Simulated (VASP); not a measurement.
# Si4N in VASP: notebook

The runs below take Si4N through single point, with PBE+D3(BJ).

Everything below comes from runs of VASP 6.6.1. Logs are shortened: lines on timing, memory, paths and dates and some standing lists are left out, and cuts for length are marked.

**1. The cell of the first run**

The cell holds a slab with vacuum, 10 atoms: a = 3.816 Å, b = 3.816 Å, c = 28.987 Å, α = 90.00°, β = 90.00°, γ = 120.00°.

**2. Single point, PBE+D3(BJ)**

The input, INCAR:

```
SYSTEM = Si4N
PREC = Accurate ; ENCUT = 520
EDIFF = 1E-7 ; ISMEAR = 0
SIGMA = 0.05 ; LREAL = .FALSE.
LASPH = .TRUE. ; NELM = 80
ALGO = Normal ; ISIF = 2
LWAVE = .FALSE. ; LCHARG = .TRUE.
LDIPOL = .TRUE. ; IDIPOL = 3
DIPOL = 0.5 0.5 0.375 ; GGA = PE
IVDW = 12 ; LELF = .TRUE.
LVHAR = .TRUE. ; LVACPOTAV = .TRUE.
NBANDS = 32
```

The input, KPOINTS:

```
Automatic mesh
0
G
  9 9 1
  0 0 0
```

The input, POSCAR:

```
Si4N
1.0
    3.8155170209      0.0000000000      0.0000000000
   -1.9077585104      3.3043346686      0.0000000000
    0.0000000000      0.0000000000     28.9874813843
Si N
8 2
Direct
    0.6666666667      0.3333333333      0.1379906018
    0.3333333333      0.6666666667      0.1654736894
    0.3333333333      0.6666666667      0.2468813277
    0.6666666667      0.3333333333      0.2743644153
    0.6666666667      0.3333333333      0.3556303104
    0.3333333333      0.6666666667      0.3827070033
    0.3333333333      0.6666666667      0.4657581680
    0.6666666667      0.3333333333      0.4894347735
    0.6666666667      0.6666666667      0.5963774898
    0.6666666667      0.6666666667      0.6343249053
```

Potentials or basis: VASP PAW PBE potentials, release 64 (Si, N).

On the command line:

```sh
$ cat potpaw_PBE.64/Si/POTCAR potpaw_PBE.64/N/POTCAR > POTCAR
$ mpirun -np 1 vasp_std > vasp.out
```

OUTCAR:

```text
SYSTEM = Si4N
   PREC = Accurate
   ENCUT = 520
   EDIFF = 1E-7
   ISMEAR = 0
   LREAL = .FALSE.
   LASPH = .TRUE.
   NELM = 80
   ISIF = 2
   GGA = PE
   IVDW = 12
 IVDW          = 12

 ion  position               nearest neighbor table
   1  0.667  0.333  0.138-   2 2.34   2 2.34   2 2.34
   2  0.333  0.667  0.165-   1 2.34   1 2.34   1 2.34   3 2.36
   3  0.333  0.667  0.247-   4 2.34   4 2.34   4 2.34   2 2.36
   4  0.667  0.333  0.274-   3 2.34   3 2.34   3 2.34   5 2.36
   5  0.667  0.333  0.356-   6 2.34   6 2.34   6 2.34   4 2.36
   6  0.333  0.667  0.383-   5 2.34   5 2.34   5 2.34   7 2.41
   7  0.333  0.667  0.466-   8 2.31   8 2.31   8 2.31   6 2.41
   8  0.667  0.333  0.489-   7 2.31   7 2.31   7 2.31
   9  0.667  0.667  0.596-  10 1.10
  10  0.667  0.667  0.634-   9 1.10

  LATTYP: Found a hexagonal cell.
 ALAT       =     3.8155170209
 C/A-ratio  =     7.5972617146

  Lattice vectors:

 A1 = (   3.8155170209,   0.0000000000,   0.0000000000)
 A2 = (  -1.9077585104,   3.3043346686,   0.0000000000)
 A3 = (   0.0000000000,   0.0000000000,  28.9874813843)

Analysis of symmetry for initial positions (statically):
=====================================================================
 Subroutine PRICEL returns:
 Original cell was already a primitive cell.

 Routine SETGRP: Setting up the symmetry group for a
 hexagonal supercell.

 Subroutine GETGRP returns: Found  1 space group operations
 (whereof  1 operations were pure point group operations)
 out of a pool of 24 trial point group operations.

The static configuration has the point symmetry C_1 .

Analysis of symmetry for dynamics (positions and initial velocities):
=====================================================================
 Subroutine PRICEL returns:
 Original cell was already a primitive cell.

 Routine SETGRP: Setting up the symmetry group for a
 hexagonal supercell.

 Subroutine GETGRP returns: Found  1 space group operations
 (whereof  1 operations were pure point group operations)
 out of a pool of 24 trial point group operations.

The dynamic configuration has the point symmetry C_1 .

 Subroutine INISYM returns: Found  1 space group operations
 (whereof  1 operations are pure point group operations),
 and found     1 'primitive' translations

----------------------------------------------------------------------------------------

                                     Primitive cell

  volume of cell :     365.4668

  direct lattice vectors                    reciprocal lattice vectors
     3.815517021  0.000000000  0.000000000     0.262087679  0.151316392  0.000000000
    -1.907758510  3.304334669  0.000000000     0.000000000  0.302632784  0.000000000
     0.000000000  0.000000000 28.987481384     0.000000000  0.000000000  0.034497650

  length of vectors
     3.815517021  3.815517021 28.987481384     0.302632784  0.302632784  0.034497650

  position of ions in fractional coordinates (direct lattice)
     0.666666667  0.333333333  0.137990602
     0.333333333  0.666666667  0.165473689
     0.333333333  0.666666667  0.246881328
     0.666666667  0.333333333  0.274364415
     0.666666667  0.333333333  0.355630310
     0.333333333  0.666666667  0.382707003
     0.333333333  0.666666667  0.465758168
     0.666666667  0.333333333  0.489434774
     0.666666667  0.666666667  0.596377490
     0.666666667  0.666666667  0.634324905

  ion indices of the primitive-cell ions
   primitive index   ion index
                 1           1
                 2           2
                 3           3
                 4           4
                 5           5
                 6           6
                 7           7
                 8           8
                 9           9
                10          10

----------------------------------------------------------------------------------------

 KPOINTS: Automatic mesh

Automatic generation of k-mesh.
 Grid dimensions read from file:
 generate k-points for:    9    9    1

 Generating k-lattice:

  Cartesian coordinates                     Fractional coordinates (reciprocal lattice)
     0.029120853  0.016812932  0.000000000     0.111111111 -0.000000000  0.000000000
     0.000000000  0.033625865  0.000000000     0.000000000  0.111111111  0.000000000
     0.000000000  0.000000000  0.034497650     0.000000000  0.000000000  1.000000000

  Length of vectors
     0.033625865  0.033625865  0.034497650

  Shift w.r.t. Gamma in fractional coordinates (k-lattice)
     0.000000000  0.000000000  0.000000000

 Subroutine IBZKPT returns following result:
 ===========================================

 Found     41 irreducible k-points:

 Following reciprocal coordinates:
            Coordinates               Weight
  0.000000  0.000000  0.000000      1.000000
  0.111111  0.000000  0.000000      2.000000
  0.000000  0.111111  0.000000      2.000000
 -0.111111  0.111111  0.000000      2.000000
  0.222222 -0.000000  0.000000      2.000000
  0.000000  0.222222  0.000000      2.000000
[... 16 lines left out ...]
  0.333333  0.111111  0.000000      2.000000
 -0.111111  0.444444  0.000000      2.000000
 [... further k-points ...]
   k-points           NKPTS =     41   k-points in BZ     NKDIM =     41   number of bands    NBANDS=     32
   number of dos      NEDOS =    301   number of ions     NIONS =     10
   total plane-waves  NPLWV = 169344
   dimension x,y,z NGX =    28 NGY =   28 NGZ =  216
   dimension x,y,z NGXF=    56 NGYF=   56 NGZF=  432
   ions per type =               8   2
   NGX,Y,Z   is equivalent  to a cutoff of  12.20, 12.20, 12.39 a.u.
   NGXF,Y,Z  is equivalent  to a cutoff of  24.40, 24.40, 24.78 a.u.
 SYSTEM =  Si4N
   PREC   = accura    normal or accurate (medium, high low for compatibility)
   ISTART =      0    job   : 0-new  1-cont  2-samecut
   ICHARG =      2    charge: 1-file 2-atom 10-const
   ISPIN  =      1    spin polarized calculation?
   LNONCOLLINEAR =      F non collinear calculations
   LSORBIT =      F    spin-orbit coupling
   LASPH  =      T    aspherical Exc in radial PAW
   ENCUT  =  520.0 eV  38.22 Ry    6.18 a.u.   7.09  7.09 53.90*2*pi/ulx,y,z
   NELM   =     80;   NELMIN=  2; NELMDL= -5     # of ELM steps
   EDIFF  = 0.1E-06   stopping-criterion for ELM
   LREAL  =      F    real-space projection
   EDIFFG = 0.1E-05   stopping-criterion for IOM
   NSW    =      0    number of steps for IOM
   IBRION =     -1    ionic relax: 0-MD 1-quasi-New 2-CG
   NFREE  =      0    steps in history (QN), initial steepest desc. (CG)
   ISIF   =      2    stress and relaxation
   ISYM   =      2    0-nonsym 1-usesym 2-fastsym
   POTIM  = 0.5000    time-step for ionic-motion
   TEBEG  =    0.0;   TEEND  =   0.0 temperature during run
   PSTRESS=    0.0 pullay stress
   NELECT =      42.0000    total number of electrons
   NUPDOWN=      -1.0000    fix difference up-down
   EMIN   =  10.00;   EMAX   =-10.00  energy-range for DOS
   EFERMI =   0.00;   METHOD = LEGACY
   ISMEAR =     0;   SIGMA  =   0.05  broadening in eV -4-tet -1-fermi 0-gaus
   EFERMI_NEDOS =   21; number of points for ismear=-14 and -15
   IALGO  =     38    algorithm
   IMIX   =      4    mixing-type and parameters
     AMIX     =   0.40;   BMIX     =  1.00
     AMIX_MAG =   1.60;   BMIX_MAG =  1.00
  volume/ion in A,a.u.               =      36.55       246.63
  Fermi-wavevector in a.u.,A,eV,Ry     =   0.795931  1.504091  8.619369  0.633506
  Thomas-Fermi vector in A             =   1.902355
   LORBIT       =      0    0 simple, 1 ext, 2 COOP (PROOUT), +10 PAW based schemes
   GGA     = PE    functional components
   LHFCALC =     F    Hartree Fock is set to
   AEXX    =    0.0000 exact exchange contribution
   IVDW    =    12    specifies the selected vdW correction
   LEPSILON=     F    determine dielectric tensor
   LRPA    =     F    only Hartree local field effects (RPA)
 non-spin polarized calculation
 Gauss-broadening in eV      SIGMA  =   0.05
  energy-cutoff  :      520.00
  volume of cell :      365.47
 maximum number of plane-waves:      9885
   NGX = 15   NGY = 15   NGZ =107

 dipolmoment           0.000000      0.000000      0.016232 electrons x Angstroem

 number of electron      41.9999996 magnetization

 dipolmoment           0.000000      0.000000     -0.004029 electrons x Angstroem

 Free energy of the ion-electron system (eV)
  ---------------------------------------------------
  ext. energy  EPLUGINS =         0.00000000
  ---------------------------------------------------
  free energy    TOTEN  =       -57.30072280 eV

  energy without entropy =      -57.29294686  energy(sigma->0) =      -57.29683483

 E-fermi :   0.3446     XC(G=0):  -5.3860

 val. band max:        0.3410577597   @ k =   0.1111   0.0000   0.0000
 cond. band min:       0.3525915354   @ k =  -0.3333  -0.4444   0.0000
 fundamental gap:      0.0115337757
 Fermi energy:         0.3446421367

 k-point     1 :       0.0000    0.0000    0.0000
  band No.  band energies     occupation
      1     -23.7603      2.00000
      2     -11.5570      2.00000
      3     -11.0208      2.00000
      4     -10.2975      2.00000
      5      -9.6208      2.00000
      6      -8.9193      2.00000
[... 24 lines left out ...]
     31       3.4191      0.00000
     32       3.7741      0.00000

 k-point     2 :       0.1111    0.0000    0.0000
  band No.  band energies     occupation
      1     -23.7560      2.00000
      2     -11.4121      2.00000
      3     -10.8761      2.00000
      4     -10.1527      2.00000
      5      -9.4743      2.00000
      6      -8.8994      2.00000
[... 24 lines left out ...]
     31       3.9192      0.00000
     32       4.0611      0.00000
[... 733 lines left out ...]
     31       3.8363      0.00000
     32       4.8859      0.00000

 k-point    24 :      -0.1111    0.4444    0.0000
  band No.  band energies     occupation
      1     -23.7268      2.00000
      2      -9.8069      2.00000
      3      -9.2900      2.00000
      4      -8.8020      2.00000
      5      -8.5501      2.00000
      6      -7.8149      2.00000
[... 24 lines left out ...]
     31       3.8374      0.00000
     32       4.8872      0.00000

 [... further k-points ...]

------------------------ aborting loop because EDIFF is reached ----------------------------------------

 Edisp (eV)   -2.43062

 E8    (eV) :    -1.0075

  FORCE on cell =-STRESS in cart. coord.  units (eV):
  Direction    XX          YY          ZZ          XY          YZ          ZX
  --------------------------------------------------------------------------------------
  -------------------------------------------------------------------------------------
  Total       0.42118     0.53318     1.99784    -0.05481     0.11937    -0.10949
  in kB       1.84642     2.33743     8.75835    -0.24029     0.52333    -0.48000
  external pressure =        4.31 kB  Pullay stress =        0.00 kB

 VOLUME and BASIS-vectors are now :
 -----------------------------------------------------------------------------
  energy-cutoff  :      520.00
  volume of cell :      365.47
      direct lattice vectors                 reciprocal lattice vectors
     3.815517021  0.000000000  0.000000000     0.262087679  0.151316392  0.000000000
    -1.907758510  3.304334669  0.000000000     0.000000000  0.302632784  0.000000000
     0.000000000  0.000000000 28.987481384     0.000000000  0.000000000  0.034497650

 POSITION                                       TOTAL-FORCE (eV/Angst)
 -----------------------------------------------------------------------------------
      1.90776      1.10144      4.00000         0.000318      0.003633      0.488928
     -0.00000      2.20289      4.79667         0.002124     -0.001524     -0.644353
     -0.00000      2.20289      7.15647        -0.005921     -0.002238      0.220858
      1.90776      1.10144      7.95313         0.004097      0.000752     -0.031753
      1.90776      1.10144     10.30883         0.002579     -0.002404     -0.005445
     -0.00000      2.20289     11.09371         0.007814      0.006106      0.053713
     -0.00000      2.20289     13.50116         0.004050      0.002921     -0.026862
      1.90776      1.10144     14.18748         0.014344     -0.068417     -0.066039
      1.27184      2.20289     17.28748        -0.052622      0.103649     -2.257897
      1.27184      2.20289     18.38748         0.023216     -0.042478      2.268849
 -----------------------------------------------------------------------------------
    total drift:                               -0.000008      0.000013      0.000617

  FREE ENERGIE OF THE ION-ELECTRON SYSTEM (eV)
  ---------------------------------------------------
  free  energy   TOTEN  =       -59.7313458156 eV

  energy  without entropy=      -59.7235698830  energy(sigma->0) =      -59.72745785

 vacuum level on the upper side and lower side of the slab         5.100         5.158
```

Wall time 9.9 min (1 thread of Intel Xeon 6975P-C (Granite Rapids), shared host); peak memory 0.64 GiB.

Results:

* Free energy: -59.7313 eV
* Largest force: 2.269 eV/Å
* Band gap on the k mesh: zero (bands 21 and 22 overlap by 0.36 eV)
* Dispersion energy per atom: -0.243 eV

Forces in eV/Å, atoms in the order of the input:
```
Si   0.000  0.004  0.489
Si   0.002 -0.002 -0.644
Si  -0.006 -0.002  0.221
Si   0.004  0.001 -0.032
Si   0.003 -0.002 -0.005
Si   0.008  0.006  0.054
Si   0.004  0.003 -0.027
Si   0.014 -0.068 -0.066
N   -0.053  0.104 -2.258
N    0.023 -0.042  2.269
```

Levels at points of the mesh, in eV from the Fermi level:
```tsv
k point	band 17	band 18	band 19	band 20	band 21	band 22	band 23	band 24	band 25	band 26
(0.00, 0.00, 0.00)	-0.34	-0.33	-0.21	0.11	0.11	0.80	1.47	2.00	2.47	2.47
```

Caveat: the standard files for N, O and F lose accuracy on very short bonds.

(Part 1 of 2 ends here.)
